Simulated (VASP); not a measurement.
# Mg (Fd-3m) in VASP: a series of runs

The runs below take Mg through relaxation of cell and atoms, with PBEsol.

Everything below comes from runs of VASP 6.6.1. Logs are shortened: lines on timing, memory, paths and dates and some standing lists are left out, and cuts for length are marked.

### Step 1. The cell of the first run

The structure is cubic, space group Fd-3m (No. 227). The conventional cell has a = 6.230 Å, b = 6.230 Å, c = 6.230 Å, α = 90.00°, β = 90.00°, γ = 90.00°. Mg (site symmetry -43m) has 4 Mg at 2.70 Å within 3.6 Å.

This isn't the form of Mg at room conditions, which is hcp.

### Step 2. Relaxation of cell and atoms, PBEsol

Input file INCAR:

```
SYSTEM = Mg
ALGO = Normal
EDIFF = 1E-7
EDIFFG = -0.01
ENCUT = 600
GGA = PS
GGA_COMPAT = .False.
IBRION = 2
ISIF = 3
ISMEAR = -1
LASPH = .True.
LCHARG = .False.
LREAL = .False.
LWAVE = .False.
NELM = 120
NELMIN = 4
NSW = 80
PREC = Accurate
SIGMA = 0.1
```

Input file KPOINTS:

```
k-points
0
Gamma
  7 7 7
  0 0 0
```

Input file POSCAR:

```
Mg
1.0
    0.0000000000      3.1150000000      3.1150000000
    3.1150000000      0.0000000000      3.1150000000
    3.1150000000      3.1150000000      0.0000000000
Mg
2
Direct
    1.0000000000      1.0000000000      1.0000000000
    0.2500000000      0.2500000000      0.2500000000
```

Potentials or basis: VASP PAW PBE potentials, release 64 (Mg).

Command:

```bash
cat potpaw_PBE.64/Mg/POTCAR > POTCAR
mpirun -np 1 vasp_std > vasp.out
```

OUTCAR:

```text
SYSTEM = Mg
   EDIFF = 1E-7
   EDIFFG = -0.01
   ENCUT = 600
   GGA = PS
   IBRION = 2
   ISIF = 3
   ISMEAR = -1
   LASPH = .True.
   LREAL = .False.
   NELM = 120
   NELMIN = 4
   NSW = 80
   PREC = Accurate

 ion  position               nearest neighbor table
   1  0.000  0.000  0.000-   2 2.70   2 2.70   2 2.70   2 2.70
   2  0.250  0.250  0.250-   1 2.70   1 2.70   1 2.70   1 2.70

  LATTYP: Found a face centered cubic cell.
 ALAT       =     6.2300000000

  Lattice vectors:

 A1 = (   0.0000000000,   3.1150000000,   3.1150000000)
 A2 = (   3.1150000000,   0.0000000000,   3.1150000000)
 A3 = (   3.1150000000,   3.1150000000,   0.0000000000)

Analysis of symmetry for initial positions (statically):
=====================================================================
 Subroutine PRICEL returns:
 Original cell was already a primitive cell.

 Routine SETGRP: Setting up the symmetry group for a
 face centered cubic supercell.

 Subroutine GETGRP returns: Found 48 space group operations
 (whereof 24 operations were pure point group operations)
 out of a pool of 48 trial point group operations.

The static configuration has the point symmetry T_d .
 The point group associated with its full space group is O_h .

Analysis of symmetry for dynamics (positions and initial velocities):
=====================================================================
 Subroutine PRICEL returns:
 Original cell was already a primitive cell.

 Routine SETGRP: Setting up the symmetry group for a
 face centered cubic supercell.

 Subroutine GETGRP returns: Found 48 space group operations
 (whereof 24 operations were pure point group operations)
 out of a pool of 48 trial point group operations.

The dynamic configuration has the point symmetry T_d .
 The point group associated with its full space group is O_h .

 Subroutine INISYM returns: Found 48 space group operations
 (whereof 24 operations are pure point group operations),
 and found     1 'primitive' translations

----------------------------------------------------------------------------------------

                                     Primitive cell

  volume of cell :      60.4511

  direct lattice vectors                    reciprocal lattice vectors
     0.000000000  3.115000000  3.115000000    -0.160513644  0.160513644  0.160513644
     3.115000000  0.000000000  3.115000000     0.160513644 -0.160513644  0.160513644
     3.115000000  3.115000000  0.000000000     0.160513644  0.160513644 -0.160513644

  length of vectors
     4.405275247  4.405275247  4.405275247     0.278017786  0.278017786  0.278017786

  position of ions in fractional coordinates (direct lattice)
     0.000000000  0.000000000  0.000000000
     0.250000000  0.250000000  0.250000000

  ion indices of the primitive-cell ions
   primitive index   ion index
                 1           1
                 2           2

----------------------------------------------------------------------------------------

 KPOINTS: k-points

Automatic generation of k-mesh.
 Grid dimensions read from file:
 generate k-points for:    7    7    7

 Generating k-lattice:

  Cartesian coordinates                     Fractional coordinates (reciprocal lattice)
    -0.022930521  0.022930521  0.022930521     0.142857143  0.000000000  0.000000000
     0.022930521 -0.022930521  0.022930521     0.000000000  0.142857143  0.000000000
     0.022930521  0.022930521 -0.022930521     0.000000000  0.000000000  0.142857143

  Length of vectors
     0.039716827  0.039716827  0.039716827

  Shift w.r.t. Gamma in fractional coordinates (k-lattice)
     0.000000000  0.000000000  0.000000000

 Subroutine IBZKPT returns following result:
 ===========================================

 Found     20 irreducible k-points:

 Following reciprocal coordinates:
            Coordinates               Weight
  0.000000  0.000000  0.000000      1.000000
  0.142857  0.000000  0.000000      8.000000
  0.285714  0.000000  0.000000      8.000000
  0.428571  0.000000  0.000000      8.000000
  0.142857  0.142857  0.000000      6.000000
  0.285714  0.142857  0.000000     24.000000
[... 12 lines left out ...]
 -0.428571  0.428571  0.142857     24.000000
 -0.285714  0.428571  0.142857     24.000000
   k-points           NKPTS =     20   k-points in BZ     NKDIM =     20   number of bands    NBANDS=      6
   number of dos      NEDOS =    301   number of ions     NIONS =      2
   total plane-waves  NPLWV =  46656
   dimension x,y,z NGX =    36 NGY =   36 NGZ =   36
   dimension x,y,z NGXF=    72 NGYF=   72 NGZF=   72
   ions per type =               2
   NGX,Y,Z   is equivalent  to a cutoff of  13.59, 13.59, 13.59 a.u.
   NGXF,Y,Z  is equivalent  to a cutoff of  27.17, 27.17, 27.17 a.u.
 SYSTEM =  Mg
   PREC   = accura    normal or accurate (medium, high low for compatibility)
   ISTART =      0    job   : 0-new  1-cont  2-samecut
   ICHARG =      2    charge: 1-file 2-atom 10-const
   ISPIN  =      1    spin polarized calculation?
   LNONCOLLINEAR =      F non collinear calculations
   LSORBIT =      F    spin-orbit coupling
   LASPH  =      T    aspherical Exc in radial PAW
   ENCUT  =  600.0 eV  44.10 Ry    6.64 a.u.   8.80  8.80  8.80*2*pi/ulx,y,z
   NELM   =    120;   NELMIN=  4; NELMDL= -5     # of ELM steps
   EDIFF  = 0.1E-06   stopping-criterion for ELM
   LREAL  =      F    real-space projection
   EDIFFG = -.1E-01   stopping-criterion for IOM
   NSW    =     80    number of steps for IOM
   IBRION =      2    ionic relax: 0-MD 1-quasi-New 2-CG
   NFREE  =      1    steps in history (QN), initial steepest desc. (CG)
   ISIF   =      3    stress and relaxation
   ISYM   =      2    0-nonsym 1-usesym 2-fastsym
   POTIM  = 0.5000    time-step for ionic-motion
   TEBEG  =    0.0;   TEEND  =   0.0 temperature during run
   PSTRESS=    0.0 pullay stress
   NELECT =       4.0000    total number of electrons
   NUPDOWN=      -1.0000    fix difference up-down
   EMIN   =  10.00;   EMAX   =-10.00  energy-range for DOS
   EFERMI =   0.00;   METHOD = LEGACY
   ISMEAR =    -1;   SIGMA  =   0.10  broadening in eV -4-tet -1-fermi 0-gaus
   EFERMI_NEDOS =   21; number of points for ismear=-14 and -15
   IALGO  =     38    algorithm
   IMIX   =      4    mixing-type and parameters
     AMIX     =   0.40;   BMIX     =  1.00
     AMIX_MAG =   1.60;   BMIX_MAG =  1.00
  volume/ion in A,a.u.               =      30.23       203.97
  Fermi-wavevector in a.u.,A,eV,Ry     =   0.662156  1.251293  5.965476  0.438450
  Thomas-Fermi vector in A             =   1.735138
   LORBIT       =      0    0 simple, 1 ext, 2 COOP (PROOUT), +10 PAW based schemes
   GGA     = PS    functional components
   LHFCALC =     F    Hartree Fock is set to
   AEXX    =    0.0000 exact exchange contribution
   IVDW    =     0    specifies the selected vdW correction
   LEPSILON=     F    determine dielectric tensor
   LRPA    =     F    only Hartree local field effects (RPA)
 conjugate gradient relaxation of ions
 non-spin polarized calculation
  energy-cutoff  :      600.00
  volume of cell :       60.45
 maximum number of plane-waves:      2026
   NGX = 17   NGY = 17   NGZ = 17

--------------------------------------- Ionic step        1  -------------------------------------------

 number of electron       4.0000000 magnetization

 Free energy of the ion-electron system (eV)
  ---------------------------------------------------
  ext. energy  EPLUGINS =         0.00000000
  ---------------------------------------------------
  free energy    TOTEN  =        -1.57394606 eV

  energy without entropy =       -1.53884723  energy(sigma->0) =       -1.55639664

------------------------ aborting loop because EDIFF is reached ----------------------------------------

  FORCE on cell =-STRESS in cart. coord.  units (eV):
  Direction    XX          YY          ZZ          XY          YZ          ZX
  --------------------------------------------------------------------------------------
  -------------------------------------------------------------------------------------
  Total        1.9225100      1.9225100      1.9225100      0.0000000     -0.0000000      0.0000000
  in kB       50.9536190     50.9536190     50.9536190      0.0000000     -0.0000000      0.0000000
  external PRESSURE =      50.9536190 kB  Pullay stress =       0.0000000 kB

 VOLUME and BASIS-vectors are now :
 -----------------------------------------------------------------------------
  energy-cutoff  :      600.00
  volume of cell :       60.45
      direct lattice vectors                 reciprocal lattice vectors
     0.000000000  3.115000000  3.115000000    -0.160513644  0.160513644  0.160513644
     3.115000000  0.000000000  3.115000000     0.160513644 -0.160513644  0.160513644
     3.115000000  3.115000000  0.000000000     0.160513644  0.160513644 -0.160513644
[... 109 lines left out ...]
 POSITION                                       TOTAL-FORCE (eV/Angst)
 -----------------------------------------------------------------------------------
      0.00000      0.00000      0.00000        -0.000000     -0.000000     -0.000000
      1.69568      1.69568      1.69568         0.000000      0.000000      0.000000
 -----------------------------------------------------------------------------------
    total drift:                                0.000000      0.000000      0.000000

  FREE ENERGIE OF THE ION-ELECTRON SYSTEM (eV)
  ---------------------------------------------------
  free  energy   TOTEN  =        -1.8036337356 eV

  energy  without entropy=       -1.7625567034  energy(sigma->0) =       -1.78309522

--------------------------------------- Ionic step        5  -------------------------------------------

 number of electron       4.0000000 magnetization

 Free energy of the ion-electron system (eV)
  ---------------------------------------------------
  ext. energy  EPLUGINS =         0.00000000
  ---------------------------------------------------
  free energy    TOTEN  =        -1.80366780 eV

  energy without entropy =       -1.76258411  energy(sigma->0) =       -1.78312595

 E-fermi :   0.1809     XC(G=0):  -6.8317

 val. band max:        0.1231144762   @ k =   0.4286   0.2857   0.1429
 cond. band min:       0.2635181092   @ k =  -0.4286   0.4286   0.0000
 fundamental gap:      0.1404036330
 Fermi energy:         0.1809060826

 k-point     1 :       0.0000    0.0000    0.0000
  band No.  band energies     occupation
      1      -4.8709      2.00000
      2       3.4121      0.00000
      3       3.4121      0.00000
      4       3.4121      0.00000
      5       4.4555      0.00000
      6       4.4555      0.00000

 k-point     2 :       0.1429    0.0000    0.0000
  band No.  band energies     occupation
      1      -4.6830      2.00000
      2       1.9243      0.00000
      3       3.0863      0.00000
      4       3.0863      0.00000
      5       4.5699      0.00000
      6       4.9030      0.00000
[... 182 lines left out ...]
 POSITION                                       TOTAL-FORCE (eV/Angst)
 -----------------------------------------------------------------------------------
      0.00000      0.00000      0.00000        -0.000000     -0.000000     -0.000000
      1.69845      1.69845      1.69845         0.000000      0.000000      0.000000
 -----------------------------------------------------------------------------------
    total drift:                                0.000000      0.000000      0.000000

  FREE ENERGIE OF THE ION-ELECTRON SYSTEM (eV)
  ---------------------------------------------------
  free  energy   TOTEN  =        -1.8036677976 eV

  energy  without entropy=       -1.7625841111  energy(sigma->0) =       -1.78312595

 reached required accuracy - stopping structural energy minimisation
```

Wall time 19 s (1 thread of Intel Xeon 6975P-C (Granite Rapids), shared host); peak memory 0.2 GiB.

Results:

```yaml
Free_energy: -1.8037 eV
Relaxed_volume: 39.20 Å³/atom
Relaxed_cell: a = 4.804 Å, b = 4.804 Å, c = 4.804 Å, α = 60.00°, β = 60.00°, γ = 60.00°
Space_group_after_relaxing_to_0.1_Å: Fd-3m (No. 227)
Energy_gained_by_relaxing: 114.9 meV/atom
Ionic_steps: 5
Pressure_after_relaxing: 0.0 GPa
Band_gap_on_the_k_mesh: zero (bands 2 and 3 overlap by 3.67 eV)
```

Step by step:
```csv
step,energy change (eV),largest force (eV/Å),pressure (GPa),volume (Å³)
1,0.0000,0.0000,5.10,60.45
2,-0.1823,0.0000,1.86,69.26
3,-0.2273,0.0000,0.36,76.07
4,-0.2297,0.0000,0.04,78.01
5,-0.2297,0.0000,-0.01,78.39
```

Final structure:
```
Mg
1.0
     0.00000    3.39689    3.39689
     3.39689    0.00000    3.39689
     3.39689    3.39689    0.00000
Mg
2
Direct
  0.00000 0.00000 0.00000
  0.25000 0.25000 0.25000
```

Levels at points of the mesh, in eV from the Fermi level:
| k point | band 1 | band 2 | band 3 | band 4 | band 5 | band 6 |
| --- | --- | --- | --- | --- | --- | --- |
| (0.00, 0.00, 0.00) | -5.05 | 3.23 | 3.23 | 3.23 | 4.27 | 4.27 |

Caveat: the volume moved by over 15 % at a fixed basis, so the end points are rough; the PAW data sets were made with another functional, which shifts forces and pressure a little.

[end of part 1 of 2]
